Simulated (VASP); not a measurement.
Runs of VASP 6.6.1 on AlN. The structure is that of space group P6_3/mmc (No. 194), or close to it. The cells are those of the table. 

```tsv
cell	gap on the mesh (eV)	pressure (GPa)
a = 2.833, b = 2.833, c = 4.841 Å, angles 90.0, 90.0, 120.0°, 4 atoms	5.00	6.0
a = 2.735, b = 2.735, c = 4.674 Å, angles 90.0, 90.0, 120.0°, 4 atoms	5.46	40.3
a = 2.924, b = 2.924, c = 4.997 Å, angles 90.0, 90.0, 120.0°, 4 atoms	(b)	(a)
a = 2.879, b = 2.879, c = 4.920 Å, angles 90.0, 90.0, 120.0°, 4 atoms	4.50	-5.8
a = 2.785, b = 2.785, c = 4.759 Å, angles 90.0, 90.0, 120.0°, 4 atoms	5.37	(c)
```

Alike in all rows: task single point; level PBE; potentials or basis VASP PAW PBE potentials, release 64 (Al, N); no spin polarisation; k mesh 6 × 6 × 4; cutoff (eV) 520; smearing gaussian 0.01 eV.

Q: Estimate the missing entries.

A: (a) -15.0; (b) 3.89; (c) 21.0.

Caveats: some runs use coarse meshes.

A k mesh can miss the band edges.
